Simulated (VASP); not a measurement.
# WC (P-6m2) in VASP: further runs

WC is run at these levels: PBE; tasks: electric field gradients.

All numbers are computed with VASP 6.6.1; they aren't measurements. Logs are shortened: lines on timing, memory, paths and dates and some standing lists are left out, and cuts for length are marked.

## Step 1: The cell of the first run

It takes space group P-6m2 (No. 187, hexagonal). The conventional cell has a = 2.910 Å, b = 2.910 Å, c = 2.838 Å, α = 90.00°, β = 90.00°, γ = 120.00°. W (site symmetry -6m2) has 6 C at 2.20 Å and 2 W at 2.84 Å within 2.9 Å. Within 2.9 Å of C (site symmetry -6m2) lie 6 W at 2.20 Å and 2 C at 2.84 Å.

## Step 2: Electric field gradients, PBE (volume scaled by 1.01)

INCAR

```
ALGO = Normal
EDIFF = 1E-8
ENCUT = 520
GGA = PE
ISIF = 2
ISMEAR = -1
LASPH = T
LCHARG = F
LEFG = T
LREAL = F
LWAVE = F
NBANDS = 16
NELM = 100
PREC = Accurate
SIGMA = 0.05
```

KPOINTS

```
k-points
0
Gamma
  13 13 12
```

POSCAR

```
WC
1.0
    2.9101377242      0.0000000000      0.0000000000
   -1.4550688621      2.5202531977      0.0000000000
    0.0000000000      0.0000000000      2.8383987401
W C
1 1
Direct
    0.0000000000      0.0000000000      0.0000000000
    0.6666666667      0.3333333333      0.5000000000
```

Potentials or basis: VASP PAW PBE potentials, release 64 (W_sv, C).

Launch:

```bash
cat potpaw_PBE.64/W_sv/POTCAR potpaw_PBE.64/C/POTCAR > POTCAR
mpirun -np 1 vasp_std > vasp.out
```

OUTCAR:

```text
EDIFF = 1E-8
   ENCUT = 520
   GGA = PE
   ISIF = 2
   ISMEAR = -1
   LASPH = T
   LREAL = F
   NELM = 100
   PREC = Accurate

 ion  position               nearest neighbor table
   1  0.000  0.000  0.000-   2 2.20   2 2.20   2 2.20   2 2.20   2 2.20   2 2.20
   2  0.667  0.333  0.500-   1 2.20   1 2.20   1 2.20   1 2.20   1 2.20   1 2.20

  LATTYP: Found a hexagonal cell.
 ALAT       =     2.9101377242
 C/A-ratio  =     0.9753485948

  Lattice vectors:

 A1 = (   2.9101377242,   0.0000000000,   0.0000000000)
 A2 = (  -1.4550688621,   2.5202531977,   0.0000000000)
 A3 = (   0.0000000000,   0.0000000000,   2.8383987401)

Analysis of symmetry for initial positions (statically):
=====================================================================
 Subroutine PRICEL returns:
 Original cell was already a primitive cell.

 Routine SETGRP: Setting up the symmetry group for a
 hexagonal supercell.

 Subroutine GETGRP returns: Found 12 space group operations
 (whereof 12 operations were pure point group operations)
 out of a pool of 24 trial point group operations.

The static configuration has the point symmetry D_3h.

Analysis of symmetry for dynamics (positions and initial velocities):
=====================================================================
 Subroutine PRICEL returns:
 Original cell was already a primitive cell.

 Routine SETGRP: Setting up the symmetry group for a
 hexagonal supercell.

 Subroutine GETGRP returns: Found 12 space group operations
 (whereof 12 operations were pure point group operations)
 out of a pool of 24 trial point group operations.

The dynamic configuration has the point symmetry D_3h.

 Subroutine INISYM returns: Found 12 space group operations
 (whereof 12 operations are pure point group operations),
 and found     1 'primitive' translations

----------------------------------------------------------------------------------------

                                     Primitive cell

  volume of cell :      20.8176

  direct lattice vectors                    reciprocal lattice vectors
[... 120 lines left out ...]
  volume of cell :       20.82
 maximum number of plane-waves:       581
 NGX is ok and might be reduce to    24
   NGX = 11   NGY = 11   NGZ = 11

 number of electron      18.0000000 magnetization

 Free energy of the ion-electron system (eV)
  ---------------------------------------------------
  ext. energy  EPLUGINS =         0.00000000
  ---------------------------------------------------
  free energy    TOTEN  =       -22.44578866 eV

  energy without entropy =      -22.44298597  energy(sigma->0) =      -22.44438732

 E-fermi :  11.0413     XC(G=0): -13.7821

 val. band max:       10.9987864326   @ k =   0.4615   0.0769   0.4167
 cond. band min:      11.0478880265   @ k =   0.0769   0.0769   0.4167
 fundamental gap:      0.0491015939
 Fermi energy:        11.0413161295

 k-point     1 :       0.0000    0.0000    0.0000
  band No.  band energies     occupation
      1     -62.9745      2.00000
      2     -26.9522      2.00000
      3     -26.8563      2.00000
      4     -26.8563      2.00000
      5      -3.3921      2.00000
      6       6.7413      2.00000
[... 433 lines left out ...]
      3     -26.9786      2.00000
      4     -26.8930      2.00000
      5      -2.6420      2.00000
      6       6.5451      2.00000
[... 8 lines left out ...]
     15      24.6338      0.00000
     16      28.8796      0.00000

 [... further k-points ...]

------------------------ aborting loop because EDIFF is reached ----------------------------------------

  FORCE on cell =-STRESS in cart. coord.  units (eV):
  Direction    XX          YY          ZZ          XY          YZ          ZX
  --------------------------------------------------------------------------------------
  -------------------------------------------------------------------------------------
  Total        0.7086766      0.7086766      0.6898345      0.0000000     -0.0000000     -0.0000000
  in kB       54.5415610     54.5415610     53.0914252      0.0000000     -0.0000000     -0.0000000
  external PRESSURE =      54.0581824 kB  Pullay stress =       0.0000000 kB

 VOLUME and BASIS-vectors are now :
 -----------------------------------------------------------------------------
  energy-cutoff  :      520.00
  volume of cell :       20.82
      direct lattice vectors                 reciprocal lattice vectors
     2.910137724  0.000000000  0.000000000     0.343626349  0.198392765  0.000000000
    -1.455068862  2.520253198  0.000000000     0.000000000  0.396785530  0.000000000
     0.000000000  0.000000000  2.838398740     0.000000000  0.000000000  0.352311318

 POSITION                                       TOTAL-FORCE (eV/Angst)
 -----------------------------------------------------------------------------------
      0.00000      0.00000      0.00000         0.000000     -0.000000      0.000000
      1.45507      0.84008      1.41920        -0.000000      0.000000      0.000000
 -----------------------------------------------------------------------------------
    total drift:                                0.000000     -0.000000      0.000000

  FREE ENERGIE OF THE ION-ELECTRON SYSTEM (eV)
  ---------------------------------------------------
  free  energy   TOTEN  =       -22.4457886621 eV

  energy  without entropy=      -22.4429859694  energy(sigma->0) =      -22.44438732

 Electric field gradients (V/A^2)
---------------------------------------------------------------------
 ion       V_xx      V_yy      V_zz      V_xy      V_xz      V_yz
---------------------------------------------------------------------
   1      70.246    70.246  -140.492     0.000     0.000     0.000
   2      -0.137    -0.136     0.273     0.000     0.000    -0.000
---------------------------------------------------------------------

 Electric field gradients after diagonalization (V/A^2)
 (convention: |V_zz| > |V_xx| > |V_yy|)
----------------------------------------------------------------------
 ion       V_xx      V_yy      V_zz     asymmetry (V_yy - V_xx)/ V_zz
----------------------------------------------------------------------
   1      70.246    70.246  -140.492       0.000
   2      -0.137    -0.136     0.273       0.003
----------------------------------------------------------------------

           NMR quadrupolar parameters

 Cq : quadrupolar parameter    Cq=e*Q*V_zz/h
 eta: asymmetry parameters     (V_yy - V_xx)/ V_zz
 Q  : nuclear electric quadrupole moment in mb (millibarn)
----------------------------------------------------------------------
 ion       Cq(MHz)       eta       Q (mb)
----------------------------------------------------------------------
   1      -0.340       0.000       1.000
   2       0.001       0.003       1.000
----------------------------------------------------------------------
```

It took 93 s on 1 thread of AMD EPYC 7R43 (Zen 3), shared host; peak memory 0.14 GiB.

Results:

```yaml
Free_energy: -22.4458 eV
Pressure: 5.4 GPa
Band_gap_on_the_k_mesh: zero (band 9 reaches 11.72 eV, above the bottom of band 10 at 10.45 eV)
```

Electric field gradients, principal values (V/Å²):
```tsv
atom	least	middle	greatest (by size)
1 W	70.246	70.246	-140.492
2 C	-0.136	-0.137	0.273
```

Caveat: without QUAD_EFG the Cq values of the log hold for a quadrupole moment of 1 mb, not for the nuclei; spin-orbit coupling is left out, which moves the levels of the heavy elements.

## Step 3: Electric field gradients, PBE (volume scaled by 1.02)

INCAR

```
SYSTEM = WC
  ALGO = Normal
  EDIFF = 1E-8
  ENCUT = 520
  GGA = PE
  ISIF = 2
  ISMEAR = -1
  LASPH = .True.
  LCHARG = .False.
  LEFG = .True.
  LREAL = .False.
  LWAVE = .False.
  NBANDS = 16
  NELM = 60
  PREC = Accurate
  SIGMA = 0.05
```

KPOINTS

```
k-points
0
Gamma
  13 13 12
  0 0 0
```

POSCAR

```
WC
1.0
    2.9197106146      0.0000000000      0.0000000000
   -1.4598553073      2.5285435639      0.0000000000
    0.0000000000      0.0000000000      2.8477356453
W C
1 1
Direct
    0.0000000000      0.0000000000      0.0000000000
    0.6666666667      0.3333333333      0.5000000000
```

Potentials or basis: VASP PAW PBE potentials, release 64 (W_sv, C).

Launch:

```bash
cat potpaw_PBE.64/W_sv/POTCAR potpaw_PBE.64/C/POTCAR > POTCAR
mpirun -np 1 vasp_std > vasp.out
```

OUTCAR:

```text
SYSTEM = WC
   EDIFF = 1E-8
   ENCUT = 520
   GGA = PE
   ISIF = 2
   ISMEAR = -1
   LASPH = .True.
   LREAL = .False.
   NELM = 60
   PREC = Accurate

 ion  position               nearest neighbor table
   1  0.000  0.000  0.000-   2 2.21   2 2.21   2 2.21   2 2.21   2 2.21   2 2.21
   2  0.667  0.333  0.500-   1 2.21   1 2.21   1 2.21   1 2.21   1 2.21   1 2.21

  LATTYP: Found a hexagonal cell.
 ALAT       =     2.9197106146
 C/A-ratio  =     0.9753485948

  Lattice vectors:

 A1 = (   2.9197106146,   0.0000000000,   0.0000000000)
 A2 = (  -1.4598553073,   2.5285435639,   0.0000000000)
 A3 = (   0.0000000000,   0.0000000000,   2.8477356453)

Analysis of symmetry for initial positions (statically):
=====================================================================
 Subroutine PRICEL returns:
 Original cell was already a primitive cell.

 Routine SETGRP: Setting up the symmetry group for a
 hexagonal supercell.
[... 645 lines left out ...]
  volume of cell :       21.02
      direct lattice vectors                 reciprocal lattice vectors
     2.919710615  0.000000000  0.000000000     0.342499697  0.197742292  0.000000000
    -1.459855307  2.528543564  0.000000000     0.000000000  0.395484584  0.000000000
     0.000000000  0.000000000  2.847735645     0.000000000  0.000000000  0.351156190

 POSITION                                       TOTAL-FORCE (eV/Angst)
 -----------------------------------------------------------------------------------
      0.00000      0.00000      0.00000        -0.000000      0.000000      0.000000
      1.45986      0.84285      1.42387         0.000000     -0.000000      0.000000
 -----------------------------------------------------------------------------------
    total drift:                                0.000000     -0.000000      0.000000

  FREE ENERGIE OF THE ION-ELECTRON SYSTEM (eV)
  ---------------------------------------------------
  free  energy   TOTEN  =       -22.4502934603 eV

  energy  without entropy=      -22.4474440518  energy(sigma->0) =      -22.44886876

 Electric field gradients (V/A^2)
---------------------------------------------------------------------
 ion       V_xx      V_yy      V_zz      V_xy      V_xz      V_yz
---------------------------------------------------------------------
   1      68.294    68.294  -136.588     0.000     0.000     0.000
   2      -0.107    -0.106     0.213     0.000    -0.000     0.000
---------------------------------------------------------------------

 Electric field gradients after diagonalization (V/A^2)
 (convention: |V_zz| > |V_xx| > |V_yy|)
----------------------------------------------------------------------
 ion       V_xx      V_yy      V_zz     asymmetry (V_yy - V_xx)/ V_zz
----------------------------------------------------------------------
   1      68.295    68.294  -136.588       0.000
   2      -0.107    -0.106     0.213       0.004
----------------------------------------------------------------------

           NMR quadrupolar parameters

 Cq : quadrupolar parameter    Cq=e*Q*V_zz/h
 eta: asymmetry parameters     (V_yy - V_xx)/ V_zz
 Q  : nuclear electric quadrupole moment in mb (millibarn)
----------------------------------------------------------------------
 ion       Cq(MHz)       eta       Q (mb)
----------------------------------------------------------------------
   1      -0.330       0.000       1.000
   2       0.001       0.004       1.000
----------------------------------------------------------------------
```

OSZICAR:

```text
N       E                     dE             d eps       ncg     rms          rms(c)
DAV:   1     0.111632682594E+03    0.11163E+03   -0.93260E+03  4712   0.125E+03
DAV:   2    -0.222144105978E+02   -0.13385E+03   -0.12941E+03  5568   0.340E+02
DAV:   3    -0.255121642570E+02   -0.32978E+01   -0.32860E+01  5208   0.505E+01
DAV:   4    -0.255299623326E+02   -0.17798E-01   -0.17797E-01  6048   0.417E+00
DAV:   5    -0.255300966067E+02   -0.13427E-03   -0.13427E-03  5272   0.345E-01    0.316E+01
DAV:   6    -0.225378270575E+02    0.29923E+01   -0.58328E+00  5680   0.258E+01    0.818E+00
DAV:   7    -0.224785517533E+02    0.59275E-01   -0.43658E-01  4944   0.507E+00    0.606E+00
DAV:   8    -0.224515934320E+02    0.26958E-01   -0.67714E-02  5336   0.223E+00    0.107E+00
DAV:   9    -0.224503589918E+02    0.12344E-02   -0.31542E-03  5216   0.445E-01    0.124E-01
DAV:  10    -0.224502955214E+02    0.63470E-04   -0.31689E-04  5704   0.200E-01    0.623E-02
DAV:  11    -0.224502944402E+02    0.10812E-05   -0.14372E-05  5328   0.340E-02    0.106E-02
DAV:  12    -0.224502935615E+02    0.87870E-06   -0.30475E-06  5320   0.156E-02    0.142E-03
DAV:  13    -0.224502934851E+02    0.76417E-07   -0.11482E-07  5568   0.289E-03    0.377E-04
DAV:  14    -0.224502934608E+02    0.24285E-07   -0.22036E-09  3800   0.431E-04    0.557E-05
DAV:  15    -0.224502934603E+02    0.51250E-09   -0.18671E-10  2584   0.154E-04
   1 F= -.22450293E+02 E0= -.22448869E+02  d E =-.284941E-02
```

Run time: 93 s. Hardware: 1 thread of AMD EPYC 7R43 (Zen 3), shared host; peak memory 0.14 GiB.

Results:

* Free energy: -22.4503 eV
* Pressure: 1.5 GPa
* Band gap on the k mesh: zero (band 9 reaches 11.58 eV, above the bottom of band 10 at 10.32 eV)

Stress tensor (GPa, compression positive):
```
1.70 0.00 0.00
0.00 1.70 0.00
0.00 0.00 0.98
```

Electric field gradients, principal values (V/Å²):
```csv
atom,least,middle,greatest (by size)
1 W,68.294,68.295,-136.588
2 C,-0.106,-0.107,0.213
```

Caveat: without QUAD_EFG the Cq values of the log hold for a quadrupole moment of 1 mb, not for the nuclei; spin-orbit coupling is left out, which moves the levels of the heavy elements.

## Step 4: Electric field gradients, PBE (volume scaled by 0.94)

INCAR

```
SYSTEM = WC
ALGO = Normal
EDIFF = 1E-8
ENCUT = 520
GGA = PE
ISIF = 2
ISMEAR = -1
LASPH = .True.
LCHARG = .False.
LEFG = .True.
LREAL = .False.
LWAVE = .False.
NBANDS = 16
NELM = 100
PREC = Accurate
SIGMA = 0.05
```

KPOINTS is that of step 3.

POSCAR

```
WC
1.0
    2.8412909150      0.0000000000      0.0000000000
   -1.4206454575      2.4606301120      0.0000000000
    0.0000000000      0.0000000000      2.7712491016
W C
1 1
Direct
    0.0000000000      0.0000000000      0.0000000000
    0.6666666667      0.3333333333      0.5000000000
```

Potentials or basis: VASP PAW PBE potentials, release 64 (W_sv, C).

Launch:

```bash
cat potpaw_PBE.64/W_sv/POTCAR potpaw_PBE.64/C/POTCAR > POTCAR
mpirun -np 1 vasp_std > vasp.out
```

OUTCAR:

```text
SYSTEM = WC
   EDIFF = 1E-8
   ENCUT = 520
   GGA = PE
   ISIF = 2
   ISMEAR = -1
   LASPH = .True.
   LREAL = .False.
   NELM = 100
   PREC = Accurate

 ion  position               nearest neighbor table
   1  0.000  0.000  0.000-   2 2.15   2 2.15   2 2.15   2 2.15   2 2.15   2 2.15
   2  0.667  0.333  0.500-   1 2.15   1 2.15   1 2.15   1 2.15   1 2.15   1 2.15

  LATTYP: Found a hexagonal cell.
 ALAT       =     2.8412909150
 C/A-ratio  =     0.9753485949

  Lattice vectors:

 A1 = (   2.8412909150,   0.0000000000,   0.0000000000)
 A2 = (  -1.4206454575,   2.4606301120,   0.0000000000)
 A3 = (   0.0000000000,   0.0000000000,   2.7712491016)

Analysis of symmetry for initial positions (statically):
=====================================================================
 Subroutine PRICEL returns:
 Original cell was already a primitive cell.

 Routine SETGRP: Setting up the symmetry group for a
 hexagonal supercell.
[... 645 lines left out ...]
  volume of cell :       19.37
      direct lattice vectors                 reciprocal lattice vectors
     2.841290915  0.000000000  0.000000000     0.351952697  0.203199984  0.000000000
    -1.420645458  2.460630112  0.000000000     0.000000000  0.406399968  0.000000000
     0.000000000  0.000000000  2.771249102     0.000000000  0.000000000  0.360848110

 POSITION                                       TOTAL-FORCE (eV/Angst)
 -----------------------------------------------------------------------------------
      0.00000      0.00000      0.00000         0.000000     -0.000000      0.000000
      1.42065      0.82021      1.38562        -0.000000      0.000000      0.000000
 -----------------------------------------------------------------------------------
    total drift:                               -0.000000      0.000000      0.000000

  FREE ENERGIE OF THE ION-ELECTRON SYSTEM (eV)
  ---------------------------------------------------
  free  energy   TOTEN  =       -22.2517367024 eV

  energy  without entropy=      -22.2496148752  energy(sigma->0) =      -22.25067579

 Electric field gradients (V/A^2)
---------------------------------------------------------------------
 ion       V_xx      V_yy      V_zz      V_xy      V_xz      V_yz
---------------------------------------------------------------------
   1      85.499    85.499  -170.997    -0.000     0.000     0.000
   2      -0.348    -0.347     0.695     0.000     0.000    -0.000
---------------------------------------------------------------------

 Electric field gradients after diagonalization (V/A^2)
 (convention: |V_zz| > |V_xx| > |V_yy|)
----------------------------------------------------------------------
 ion       V_xx      V_yy      V_zz     asymmetry (V_yy - V_xx)/ V_zz
----------------------------------------------------------------------
   1      85.499    85.498  -170.997       0.000
   2      -0.348    -0.347     0.695       0.001
----------------------------------------------------------------------

           NMR quadrupolar parameters

 Cq : quadrupolar parameter    Cq=e*Q*V_zz/h
 eta: asymmetry parameters     (V_yy - V_xx)/ V_zz
 Q  : nuclear electric quadrupole moment in mb (millibarn)
----------------------------------------------------------------------
 ion       Cq(MHz)       eta       Q (mb)
----------------------------------------------------------------------
   1      -0.413       0.000       1.000
   2       0.002       0.001       1.000
----------------------------------------------------------------------
```

stdout:

```text
POSCAR found type information on POSCAR W C
 POSCAR found :  2 types and       2 ions
 scaLAPACK will be used
 LDA part: xc-table for (Slater+PW92), standard interpolation
 POSCAR, INCAR and KPOINTS ok, starting setup
 FFT: planning ... GRIDC
 FFT: planning ... GRID_SOFT
 FFT: planning ... GRID
 WAVECAR not read
 entering main loop
ion   1

ion   2
```

Wall time 84 s (1 thread of AMD EPYC 7R13, shared host); peak memory 0.15 GiB.

What came out:

| Property | Result |
| --- | --- |
| Free energy | -22.2517 eV |
| Pressure | 39.6 GPa |
| Band gap on the k mesh | zero (band 9 reaches 12.80 eV, above the bottom of band 10 at 11.42 eV) |

Electric field gradients, principal values (V/Å²):
| atom | least | middle | greatest (by size) |
| --- | --- | --- | --- |
| 1 W | 85.498 | 85.499 | -170.997 |
| 2 C | -0.347 | -0.348 | 0.695 |

Caveat: without QUAD_EFG the Cq values of the log hold for a quadrupole moment of 1 mb, not for the nuclei; spin-orbit coupling is left out, which moves the levels of the heavy elements.

## Step 5: Summary

| cell | gap on the mesh (eV) | pressure (GPa) |
| --- | --- | --- |
| a = 2.910, b = 2.910, c = 2.838 Å, angles 90.0, 90.0, 120.0°, 2 atoms | none | 5.4 |
| a = 2.920, b = 2.920, c = 2.848 Å, angles 90.0, 90.0, 120.0°, 2 atoms | none | 1.5 |
| a = 2.841, b = 2.841, c = 2.771 Å, angles 90.0, 90.0, 120.0°, 2 atoms | none | 39.6 |

Alike in all rows: task electric field gradients; level PBE; potentials or basis VASP PAW PBE potentials, release 64 (W_sv, C); no spin polarisation; k mesh 13 × 13 × 12; cutoff (eV) 520; smearing fermi-dirac 0.05 eV.

Caveats: spin-orbit coupling is left out, which moves the levels of the heavy elements.

Absolute energies hang on the potentials; compare differences alone.
